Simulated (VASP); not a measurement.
# ZnSiP2 (I-42d) in VASP: a series of runs, part 2 of 2

VASP 6.6.1. The steps go on from the part before.

**4. Single point, PBEsol**

This run uses another cell than the first one, of 18.12 Å³/atom.

INCAR reads:

```
SYSTEM = ZnSiP2
  PREC = Accurate
  ENCUT = 500
  EDIFF = 1E-6
  ISMEAR = -1
  SIGMA = 0.05
  LREAL = .FALSE.
  LASPH = .TRUE.
  NELM = 120
  ALGO = Normal
  ISIF = 2
  LWAVE = .FALSE.
  LCHARG = .FALSE.
  GGA = PS
  NBANDS = 36
  GGA_COMPAT = .FALSE.
```

KPOINTS reads:

```
Automatic mesh
0
G
  5 5 5
  0 0 0
```

POSCAR reads:

```
ZnSiP2
1.0
   -2.6503917515      2.6503917515      5.1593462405
    2.6503917515     -2.6503917515      5.1593462405
    2.6503917515      2.6503917515     -5.1593462405
Zn Si P
2 2 4
Direct
    0.0000000000      0.0000000000      0.0000000000
    0.7500000000      0.2500000000      0.5000000000
    0.5000000000      0.5000000000      0.0000000000
    0.2500000000      0.7500000000      0.5000000000
    0.3750000000      0.3923010000      0.5173010000
    0.8750000000      0.8576990000      0.4826990000
    0.6076990000      0.1250000000      0.9826990000
    0.1423010000      0.6250000000      0.0173010000
```

Command:

```sh
$ cat potpaw_PBE.64/Zn/POTCAR potpaw_PBE.64/Si/POTCAR potpaw_PBE.64/P/POTCAR > POTCAR
$ mpirun -np 1 vasp_std > vasp.out
```

It took 71 s on 1 thread of Intel Xeon Platinum 8488C (Sapphire Rapids), shared host; peak memory 0.35 GiB.

It converged, with:

| Item | Value |
| --- | --- |
| Free energy | -40.1762 eV |
| Pressure | 3.5 GPa |
| Largest force | 0.248 eV/Å |
| Band gap on the k mesh | 1.11 eV |

Forces on the atoms (eV/Å):
```
Zn   0.000  0.000  0.000
Zn   0.000  0.000  0.000
Si   0.000  0.000  0.000
Si   0.000  0.000  0.000
P   -0.248  0.000  0.000
P    0.248  0.000  0.000
P    0.000  0.248  0.000
P    0.000 -0.248  0.000
```

Levels at points of the mesh, in eV from the valence-band top:
```
           k point  band 23  band 24  band 25  band 26  band 27  band 28  band 29  band 30
(0.00, 0.00, 0.00)    -2.49    -0.13    -0.13     0.00     1.11     1.76     2.96     3.32
```

Caveat: the cell stands under pressure; the PAW data sets were made with another functional, which shifts forces and pressure a little.

**5. Single point, PBEsol**

This run uses another cell than the first one, of 18.88 Å³/atom.

INCAR reads:

```
SYSTEM = ZnSiP2
PREC = Accurate
ENCUT = 500
EDIFF = 1E-6
ISMEAR = -1
SIGMA = 0.05
LREAL = .FALSE.
LASPH = .TRUE.
NELM = 120
ALGO = Normal
ISIF = 2
LWAVE = .FALSE.
LCHARG = .FALSE.
GGA = PS
NBANDS = 36
GGA_COMPAT = .FALSE.
```

KPOINTS is that of step 4.

POSCAR: that of step 4 with these lines changed.

```diff
@@ -2,5 +2,5 @@
 1.0
-   -2.6503917515      2.6503917515      5.1593462405
-    2.6503917515     -2.6503917515      5.1593462405
-    2.6503917515      2.6503917515     -5.1593462405
+   -2.6867030000      2.6867030000      5.2300310000
+    2.6867030000     -2.6867030000      5.2300310000
+    2.6867030000      2.6867030000     -5.2300310000
 Zn Si P
```

Potentials or basis: VASP PAW PBE potentials, release 64 (Zn, Si, P).

Command:

```sh
$ cat potpaw_PBE.64/Zn/POTCAR potpaw_PBE.64/Si/POTCAR potpaw_PBE.64/P/POTCAR > POTCAR
$ mpirun -np 1 vasp_std > vasp.out
```

OUTCAR:

```text
SYSTEM = ZnSiP2
   PREC = Accurate
   ENCUT = 500
   EDIFF = 1E-6
   ISMEAR = -1
   LREAL = .FALSE.
   LASPH = .TRUE.
   NELM = 120
   ISIF = 2
   GGA = PS

 ion  position               nearest neighbor table
   1  0.000  0.000  0.000-   5 2.36   7 2.36   8 2.36   6 2.36
   2  0.750  0.250  0.500-   8 2.36   5 2.36   6 2.36   7 2.36
   3  0.500  0.500  0.000-   5 2.25   6 2.25   7 2.25   8 2.25
   4  0.250  0.750  0.500-   5 2.25   6 2.25   7 2.25   8 2.25
   5  0.375  0.392  0.517-   3 2.25   4 2.25   2 2.36   1 2.36
   6  0.875  0.858  0.483-   3 2.25   4 2.25   1 2.36   2 2.36
   7  0.608  0.125  0.983-   3 2.25   4 2.25   2 2.36   1 2.36
   8  0.142  0.625  0.017-   3 2.25   4 2.25   1 2.36   2 2.36

  LATTYP: Found a body centered tetragonal cell.
 ALAT       =     5.3734060000
 C/A-ratio  =     1.9466353371

  Lattice vectors:

 A1 = (  -2.6867030000,   2.6867030000,   5.2300310000)
 A2 = (   2.6867030000,  -2.6867030000,   5.2300310000)
 A3 = (   2.6867030000,   2.6867030000,  -5.2300310000)

Analysis of symmetry for initial positions (statically):
=====================================================================
 Subroutine PRICEL returns:
 Original cell was already a primitive cell.

 Routine SETGRP: Setting up the symmetry group for a
 body centered tetragonal supercell.

 Subroutine GETGRP returns: Found  8 space group operations
 (whereof  4 operations were pure point group operations)
 out of a pool of 16 trial point group operations.

The static configuration has the point symmetry S_4 .
 The point group associated with its full space group is D_2d.

Analysis of symmetry for dynamics (positions and initial velocities):
=====================================================================
 Subroutine PRICEL returns:
[... 135 lines left out ...]
     AMIX_MAG =   1.60;   BMIX_MAG =  1.00
  volume/ion in A,a.u.               =      18.88       127.38
  Fermi-wavevector in a.u.,A,eV,Ry     =   1.147470  2.168404 17.914626  1.316688
  Thomas-Fermi vector in A             =   2.284150
   LORBIT       =      0    0 simple, 1 ext, 2 COOP (PROOUT), +10 PAW based schemes
   GGA     = PS    functional components
   LHFCALC =     F    Hartree Fock is set to
   AEXX    =    0.0000 exact exchange contribution
   IVDW    =     0    specifies the selected vdW correction
   LEPSILON=     F    determine dielectric tensor
   LRPA    =     F    only Hartree local field effects (RPA)
 non-spin polarized calculation
  energy-cutoff  :      500.00
  volume of cell :      151.01
 maximum number of plane-waves:      3850
   NGX = 23   NGY = 23   NGZ = 23

 number of electron      52.0000018 magnetization

 Free energy of the ion-electron system (eV)
  ---------------------------------------------------
  ext. energy  EPLUGINS =         0.00000000
  ---------------------------------------------------
  free energy    TOTEN  =       -40.23009617 eV

  energy without entropy =      -40.23009596  energy(sigma->0) =      -40.23009607

 E-fermi :   5.1641     XC(G=0):  -9.9811

 val. band max:        4.5736768196   @ k =   0.0000   0.0000   0.0000
 cond. band min:       5.7685404466   @ k =   0.0000   0.0000   0.0000
 fundamental gap:      1.1948636269
 Fermi energy:         5.1641240523

 k-point     1 :       0.0000    0.0000    0.0000
  band No.  band energies     occupation
      1      -8.4982      2.00000
      2      -5.5338      2.00000
      3      -5.5243      2.00000
      4      -5.5243      2.00000
      5      -4.0273      2.00000
      6      -2.2666      2.00000
[... 691 lines left out ...]
     35      10.3274      0.00000
     36      10.3274      0.00000

------------------------ aborting loop because EDIFF is reached ----------------------------------------

  FORCE on cell =-STRESS in cart. coord.  units (eV):
  Direction    XX          YY          ZZ          XY          YZ          ZX
  --------------------------------------------------------------------------------------
  -------------------------------------------------------------------------------------
  Total       -0.5383714     -0.5383714     -0.4998040      0.0000000     -0.0000000      0.0000000
  in kB       -5.7120106     -5.7120106     -5.3028186      0.0000000     -0.0000000      0.0000000
  external PRESSURE =      -5.5756133 kB  Pullay stress =       0.0000000 kB

 VOLUME and BASIS-vectors are now :
 -----------------------------------------------------------------------------
  energy-cutoff  :      500.00
  volume of cell :      151.01
      direct lattice vectors                 reciprocal lattice vectors
    -2.686703000  2.686703000  5.230031000     0.000000000  0.186101702  0.095601728
     2.686703000 -2.686703000  5.230031000     0.186101702  0.000000000  0.095601728
     2.686703000  2.686703000 -5.230031000     0.186101702  0.186101702  0.000000000

 POSITION                                       TOTAL-FORCE (eV/Angst)
 -----------------------------------------------------------------------------------
      0.00000      0.00000      0.00000         0.000000      0.000000     -0.000000
     -0.00000      2.68670      2.61502         0.000000      0.000000      0.000000
      0.00000      0.00000      5.23003         0.000000      0.000000      0.000000
      2.68670     -0.00000      2.61502         0.000000      0.000000      0.000000
      1.43632      1.34335      1.30751        -0.144338      0.000000     -0.000000
      1.25039      1.34335      6.53754         0.144338      0.000000      0.000000
      1.34335      3.93709     -1.30751         0.000000      0.144338      0.000000
      1.34335     -1.25039      3.92252         0.000000     -0.144338     -0.000000
 -----------------------------------------------------------------------------------
    total drift:                               -0.000001     -0.000001     -0.000003

  FREE ENERGIE OF THE ION-ELECTRON SYSTEM (eV)
  ---------------------------------------------------
  free  energy   TOTEN  =       -40.2300961693 eV

  energy  without entropy=      -40.2300959642  energy(sigma->0) =      -40.23009607
```

It took 71 s on 1 thread of Intel Xeon Platinum 8488C (Sapphire Rapids), shared host; peak memory 0.36 GiB.

Results:

| Quantity | Value |
| --- | --- |
| Free energy | -40.2301 eV |
| Pressure | -0.6 GPa |
| Largest force | 0.144 eV/Å |
| Band gap on the k mesh | 1.19 eV |

Forces on the atoms (eV/Å):
```
Zn   0.000  0.000  0.000
Zn   0.000  0.000  0.000
Si   0.000  0.000  0.000
Si   0.000  0.000  0.000
P   -0.144  0.000  0.000
P    0.144  0.000  0.000
P    0.000  0.144  0.000
P    0.000 -0.144  0.000
```

Caveat: the PAW data sets were made with another functional, which shifts forces and pressure a little.

**6. Overview**

```tsv
cell	gap on the mesh (eV)	pressure (GPa)	largest force (eV/Å)
a = 6.195 Å, angles 130.9, 130.9, 72.0°, 8 atoms	0.91	14.9	0.51
a = 6.287 Å, angles 130.9, 130.9, 72.0°, 8 atoms	1.01	8.6	0.37
a = 6.377 Å, angles 130.9, 130.9, 72.0°, 8 atoms	1.11	3.5	0.25
a = 6.465 Å, angles 130.9, 130.9, 72.0°, 8 atoms	1.19	-0.6	0.14
```

Alike in all rows: task single point; level PBEsol; potentials or basis VASP PAW PBE potentials, release 64 (Zn, Si, P); no spin polarisation; k mesh 5 × 5 × 5; cutoff (eV) 500; smearing fermi-dirac 0.05 eV.

Caveats: the PAW data sets were made with another functional, which shifts forces and pressure a little; the cell stands under pressure (at least some runs).

Absolute energies hang on the potentials; compare differences alone.
